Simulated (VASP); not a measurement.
# TaN in VASP: a series of runs

The runs below take TaN through electric field gradients, with PBE.

Everything below comes from runs of VASP 6.6.1. Logs are shortened: lines on timing, memory, paths and dates and some standing lists are left out, and cuts for length are marked.

**1. The cell of the first run**

It takes space group Fm-3m (No. 225, cubic). The conventional cell has a = 4.358 Å, b = 4.358 Å, c = 4.358 Å, α = 90.00°, β = 90.00°, γ = 90.00°. Within 2.9 Å of Ta (site symmetry m-3m) lie 6 N at 2.18 Å. N (site symmetry m-3m) has 6 Ta at 2.18 Å within 2.9 Å.

**2. Electric field gradients, PBE**

INCAR

```
PREC = Accurate
ENCUT = 520
EDIFF = 1E-8
ISMEAR = -1
SIGMA = 0.02
LREAL = F
LASPH = T
NELM = 120
ALGO = Normal
ISIF = 2
LWAVE = F
LCHARG = F
GGA = PE
LEFG = T
NBANDS = 16
GGA_COMPAT = F
```

KPOINTS

```
regular mesh
0
Gamma
  9 9 9
```

POSCAR

```
TaN
1.0
    0.0000000000      2.1790000000      2.1790000000
    2.1790000000      0.0000000000      2.1790000000
    2.1790000000      2.1790000000      0.0000000000
Ta N
1 1
Direct
    0.5000000000      0.5000000000      0.5000000000
    0.0000000000      0.0000000000      0.0000000000
```

Potentials or basis: VASP PAW PBE potentials, release 64 (Ta_sv_GW, N).

Started as:

```sh
cat potpaw_PBE.64/Ta_sv_GW/POTCAR potpaw_PBE.64/N/POTCAR > POTCAR
mpirun -np 1 vasp_std > vasp.out
```

OUTCAR:

```text
PREC = Accurate
   ENCUT = 520
   EDIFF = 1E-8
   ISMEAR = -1
   LREAL = F
   LASPH = T
   NELM = 120
   ISIF = 2
   GGA = PE

 ion  position               nearest neighbor table
   1  0.500  0.500  0.500-   2 2.18   2 2.18   2 2.18   2 2.18   2 2.18   2 2.18
   2  0.000  0.000  0.000-   1 2.18   1 2.18   1 2.18   1 2.18   1 2.18   1 2.18

  LATTYP: Found a face centered cubic cell.
 ALAT       =     4.3580000000

  Lattice vectors:

 A1 = (   0.0000000000,   2.1790000000,   2.1790000000)
 A2 = (   2.1790000000,   0.0000000000,   2.1790000000)
 A3 = (   2.1790000000,   2.1790000000,   0.0000000000)

Analysis of symmetry for initial positions (statically):
=====================================================================
 Subroutine PRICEL returns:
 Original cell was already a primitive cell.

 Routine SETGRP: Setting up the symmetry group for a
 face centered cubic supercell.

 Subroutine GETGRP returns: Found 48 space group operations
 (whereof 48 operations were pure point group operations)
 out of a pool of 48 trial point group operations.

The static configuration has the point symmetry O_h .

Analysis of symmetry for dynamics (positions and initial velocities):
=====================================================================
 Subroutine PRICEL returns:
 Original cell was already a primitive cell.

 Routine SETGRP: Setting up the symmetry group for a
 face centered cubic supercell.

 Subroutine GETGRP returns: Found 48 space group operations
 (whereof 48 operations were pure point group operations)
 out of a pool of 48 trial point group operations.

The dynamic configuration has the point symmetry O_h .

 Subroutine INISYM returns: Found 48 space group operations
 (whereof 48 operations are pure point group operations),
 and found     1 'primitive' translations

----------------------------------------------------------------------------------------

                                     Primitive cell

  volume of cell :      20.6920

  direct lattice vectors                    reciprocal lattice vectors
     0.000000000  2.179000000  2.179000000    -0.229463056  0.229463056  0.229463056
     2.179000000  0.000000000  2.179000000     0.229463056 -0.229463056  0.229463056
     2.179000000  2.179000000  0.000000000     0.229463056  0.229463056 -0.229463056

  length of vectors
     3.081571352  3.081571352  3.081571352     0.397441672  0.397441672  0.397441672

  position of ions in fractional coordinates (direct lattice)
     0.500000000  0.500000000  0.500000000
     0.000000000  0.000000000  0.000000000

  ion indices of the primitive-cell ions
   primitive index   ion index
                 1           1
                 2           2

----------------------------------------------------------------------------------------

 KPOINTS: regular mesh

Automatic generation of k-mesh.
 Grid dimensions read from file:
 generate k-points for:    9    9    9

 Generating k-lattice:

  Cartesian coordinates                     Fractional coordinates (reciprocal lattice)
    -0.025495895  0.025495895  0.025495895     0.111111111  0.000000000  0.000000000
     0.025495895 -0.025495895  0.025495895     0.000000000  0.111111111  0.000000000
     0.025495895  0.025495895 -0.025495895     0.000000000  0.000000000  0.111111111

  Length of vectors
     0.044160186  0.044160186  0.044160186

  Shift w.r.t. Gamma in fractional coordinates (k-lattice)
     0.000000000  0.000000000  0.000000000

 Subroutine IBZKPT returns following result:
 ===========================================

 Found     35 irreducible k-points:

 Following reciprocal coordinates:
            Coordinates               Weight
  0.000000  0.000000  0.000000      1.000000
  0.111111  0.000000  0.000000      8.000000
  0.222222  0.000000  0.000000      8.000000
  0.333333  0.000000  0.000000      8.000000
  0.444444  0.000000  0.000000      8.000000
  0.111111  0.111111  0.000000      6.000000
[... 16 lines left out ...]
 -0.333333  0.333333  0.000000     12.000000
  0.444444  0.444444  0.000000      6.000000
 [... further k-points ...]
   k-points           NKPTS =     35   k-points in BZ     NKDIM =     35   number of bands    NBANDS=     16
   number of dos      NEDOS =    301   number of ions     NIONS =      2
   total plane-waves  NPLWV =  13824
   dimension x,y,z NGX =    24 NGY =   24 NGZ =   24
   dimension x,y,z NGXF=    48 NGYF=   48 NGZF=   48
   ions per type =               1   1
   NGX,Y,Z   is equivalent  to a cutoff of  12.95, 12.95, 12.95 a.u.
   NGXF,Y,Z  is equivalent  to a cutoff of  25.90, 25.90, 25.90 a.u.
 SYSTEM =  unknown system
   PREC   = accura    normal or accurate (medium, high low for compatibility)
   ISTART =      0    job   : 0-new  1-cont  2-samecut
   ICHARG =      2    charge: 1-file 2-atom 10-const
   ISPIN  =      1    spin polarized calculation?
   LNONCOLLINEAR =      F non collinear calculations
   LSORBIT =      F    spin-orbit coupling
   LASPH  =      T    aspherical Exc in radial PAW
   ENCUT  =  520.0 eV  38.22 Ry    6.18 a.u.   5.73  5.73  5.73*2*pi/ulx,y,z
   NELM   =    120;   NELMIN=  2; NELMDL= -5     # of ELM steps
   EDIFF  = 0.1E-07   stopping-criterion for ELM
   LREAL  =      F    real-space projection
   EDIFFG = 0.1E-06   stopping-criterion for IOM
   NSW    =      0    number of steps for IOM
   IBRION =     -1    ionic relax: 0-MD 1-quasi-New 2-CG
   NFREE  =      0    steps in history (QN), initial steepest desc. (CG)
   ISIF   =      2    stress and relaxation
   ISYM   =      2    0-nonsym 1-usesym 2-fastsym
   POTIM  = 0.5000    time-step for ionic-motion
   TEBEG  =    0.0;   TEEND  =   0.0 temperature during run
   PSTRESS=    0.0 pullay stress
   NELECT =      18.0000    total number of electrons
   NUPDOWN=      -1.0000    fix difference up-down
   EMIN   =  10.00;   EMAX   =-10.00  energy-range for DOS
   EFERMI =   0.00;   METHOD = LEGACY
   ISMEAR =    -1;   SIGMA  =   0.02  broadening in eV -4-tet -1-fermi 0-gaus
   EFERMI_NEDOS =   21; number of points for ismear=-14 and -15
   IALGO  =     38    algorithm
   IMIX   =      4    mixing-type and parameters
     AMIX     =   0.40;   BMIX     =  1.00
     AMIX_MAG =   1.60;   BMIX_MAG =  1.00
  volume/ion in A,a.u.               =      10.35        69.82
  Fermi-wavevector in a.u.,A,eV,Ry     =   1.562782  2.953230 33.229345  2.442288
  Thomas-Fermi vector in A             =   2.665650
   LORBIT       =      0    0 simple, 1 ext, 2 COOP (PROOUT), +10 PAW based schemes
   GGA     = PE    functional components
   LHFCALC =     F    Hartree Fock is set to
   AEXX    =    0.0000 exact exchange contribution
   IVDW    =     0    specifies the selected vdW correction
   LEPSILON=     F    determine dielectric tensor
   LRPA    =     F    only Hartree local field effects (RPA)
 non-spin polarized calculation
  energy-cutoff  :      520.00
  volume of cell :       20.69
 maximum number of plane-waves:       568
   NGX = 11   NGY = 11   NGZ = 11

 number of electron      18.0000002 magnetization

 Free energy of the ion-electron system (eV)
  ---------------------------------------------------
  ext. energy  EPLUGINS =         0.00000000
  ---------------------------------------------------
  free energy    TOTEN  =       -24.31690133 eV

  energy without entropy =      -24.31583294  energy(sigma->0) =      -24.31636713

 E-fermi :  14.1476     XC(G=0): -13.9436

 val. band max:       14.0286046517   @ k =  -0.4444   0.2222   0.1111
 cond. band min:      14.1792138134   @ k =  -0.2222   0.2222   0.0000
 fundamental gap:      0.1506091616
 Fermi energy:        14.1476495381

 k-point     1 :       0.0000    0.0000    0.0000
  band No.  band energies     occupation
      1     -55.2862      2.00000
      2     -21.4648      2.00000
      3     -21.4648      2.00000
      4     -21.4648      2.00000
      5      -4.8317      2.00000
      6      10.3353      2.00000
[... 8 lines left out ...]
     15      23.4109      0.00000
     16      38.8676      0.00000

 k-point     2 :       0.1111    0.0000    0.0000
  band No.  band energies     occupation
      1     -55.2789      2.00000
      2     -21.5843      2.00000
      3     -21.4756      2.00000
      4     -21.4756      2.00000
      5      -4.5231      2.00000
      6       9.0186      2.00000
[... 8 lines left out ...]
     15      24.3281      0.00000
     16      35.5299      0.00000

 k-point     3 :       0.2222    0.0000    0.0000
  band No.  band energies     occupation
      1     -55.2600      2.00000
      2     -21.8750      2.00000
      3     -21.5026      2.00000
      4     -21.5026      2.00000
      5      -3.7013      2.00000
      6       6.9383      2.00000
[... 8 lines left out ...]
     15      26.3032      0.00000
     16      32.1312      0.00000

 k-point     4 :       0.3333    0.0000    0.0000
  band No.  band energies     occupation
      1     -55.2384      2.00000
      2     -22.1876      2.00000
      3     -21.5328      2.00000
      4     -21.5328      2.00000
      5      -2.6405      2.00000
      6       5.0590      2.00000
[... 8 lines left out ...]
     15      26.4963      0.00000
     16      29.4542      0.00000

 k-point     5 :       0.4444    0.0000    0.0000
  band No.  band energies     occupation
      1     -55.2243      2.00000
      2     -22.3831      2.00000
      3     -21.5523      2.00000
      4     -21.5523      2.00000
      5      -1.7894      2.00000
      6       3.8273      2.00000
[... 8 lines left out ...]
     15      26.2620      0.00000
     16      26.8480      0.00000

 k-point     6 :       0.1111    0.1111    0.0000
  band No.  band energies     occupation
      1     -55.2764      2.00000
      2     -21.5772      2.00000
      3     -21.5019      2.00000
      4     -21.5019      2.00000
      5      -4.4407      2.00000
      6       8.2240      2.00000
[... 8 lines left out ...]
     15      24.6237      0.00000
     16      35.4520      0.00000
[... 267 lines left out ...]
 k-point    21 :       0.4444    0.3333    0.0000
  band No.  band energies     occupation
      1     -55.2109      2.00000
      2     -22.1836      2.00000
      3     -21.7752      2.00000
      4     -21.7266      2.00000
      5      -3.2801      2.00000
      6       6.5699      2.00000
[... 8 lines left out ...]
     15      24.3365      0.00000
     16      29.7954      0.00000

 k-point    22 :      -0.4444    0.3333    0.0000
  band No.  band energies     occupation
      1     -55.2045      2.00000
      2     -22.1751      2.00000
      3     -21.9152      2.00000
      4     -21.7076      2.00000
      5      -2.9940      2.00000
      6       6.5011      2.00000
[... 8 lines left out ...]
     15      24.3474      0.00000
     16      28.4172      0.00000

 k-point    23 :      -0.3333    0.3333    0.0000
  band No.  band energies     occupation
      1     -55.2066      2.00000
      2     -22.0881      2.00000
      3     -22.0369      2.00000
      4     -21.6516      2.00000
      5      -2.5959      2.00000
      6       5.5671      2.00000
[... 8 lines left out ...]
     15      25.6051      0.00000
     16      25.6619      0.00000

 k-point    24 :       0.4444    0.4444    0.0000
  band No.  band energies     occupation
      1     -55.2041      2.00000
      2     -22.2447      2.00000
      3     -21.7681      2.00000
      4     -21.7681      2.00000
      5      -3.5417      2.00000
      6       7.2903      2.00000
[... 8 lines left out ...]
     15      23.5837      0.00000
     16      30.5028      0.00000

 [... further k-points ...]

------------------------ aborting loop because EDIFF is reached ----------------------------------------

  FORCE on cell =-STRESS in cart. coord.  units (eV):
  Direction    XX          YY          ZZ          XY          YZ          ZX
  --------------------------------------------------------------------------------------
  -------------------------------------------------------------------------------------
  Total        1.8374913      1.8374913      1.8374913      0.0000000     -0.0000000      0.0000000
  in kB      142.2768360    142.2768360    142.2768360      0.0000000     -0.0000000      0.0000000
  external PRESSURE =     142.2768360 kB  Pullay stress =       0.0000000 kB

 VOLUME and BASIS-vectors are now :
 -----------------------------------------------------------------------------
  energy-cutoff  :      520.00
  volume of cell :       20.69
      direct lattice vectors                 reciprocal lattice vectors
     0.000000000  2.179000000  2.179000000    -0.229463056  0.229463056  0.229463056
     2.179000000  0.000000000  2.179000000     0.229463056 -0.229463056  0.229463056
     2.179000000  2.179000000  0.000000000     0.229463056  0.229463056 -0.229463056

 POSITION                                       TOTAL-FORCE (eV/Angst)
 -----------------------------------------------------------------------------------
      2.17900      2.17900      2.17900        -0.000000     -0.000000     -0.000000
      0.00000      0.00000      0.00000         0.000000      0.000000      0.000000
 -----------------------------------------------------------------------------------
    total drift:                                0.000000     -0.000000      0.000000

  FREE ENERGIE OF THE ION-ELECTRON SYSTEM (eV)
  ---------------------------------------------------
  free  energy   TOTEN  =       -24.3169013274 eV

  energy  without entropy=      -24.3158329417  energy(sigma->0) =      -24.31636713

 Electric field gradients (V/A^2)
---------------------------------------------------------------------
 ion       V_xx      V_yy      V_zz      V_xy      V_xz      V_yz
---------------------------------------------------------------------
   1      -0.000    -0.000     0.000     0.000     0.000     0.000
   2       0.000     0.000    -0.000    -0.000    -0.000    -0.000
---------------------------------------------------------------------

 Electric field gradients after diagonalization (V/A^2)
 (convention: |V_zz| > |V_xx| > |V_yy|)
----------------------------------------------------------------------
 ion       V_xx      V_yy      V_zz     asymmetry (V_yy - V_xx)/ V_zz
----------------------------------------------------------------------
   1      -0.000    -0.000     0.000       0.000
   2       0.000     0.000    -0.000       0.000
----------------------------------------------------------------------

           NMR quadrupolar parameters

 Cq : quadrupolar parameter    Cq=e*Q*V_zz/h
 eta: asymmetry parameters     (V_yy - V_xx)/ V_zz
 Q  : nuclear electric quadrupole moment in mb (millibarn)
----------------------------------------------------------------------
 ion       Cq(MHz)       eta       Q (mb)
----------------------------------------------------------------------
   1       0.000       0.000       1.000
   2      -0.000       0.000       1.000
----------------------------------------------------------------------
```

Run time: 14 s. Hardware: 1 thread of AMD EPYC 7R43 (Zen 3), shared host; peak memory 0.12 GiB.

What came out:

```yaml
Free_energy: -24.3169 eV
Pressure: 14.2 GPa
Band_gap_on_the_k_mesh: zero (bands 9 and 10 overlap by 3.78 eV)
Largest_electric_field_gradient_by_atom: under 0.05 V/Å² on every atom
```

Levels at points of the mesh, in eV from the Fermi level:
| k point | band 7 | band 8 | band 9 | band 10 | band 11 | band 12 |
| --- | --- | --- | --- | --- | --- | --- |
| (0.00, 0.00, 0.00) | -3.81 | -3.81 | -2.08 | -2.08 | -2.08 | 0.17 |

Caveat: the cell stands under pressure; spin-orbit coupling is left out, which moves the levels of the heavy elements.

(Continued in part 2 of 2.)

The gap in the log of VASP goes by the Fermi energy; the results here count the filled bands.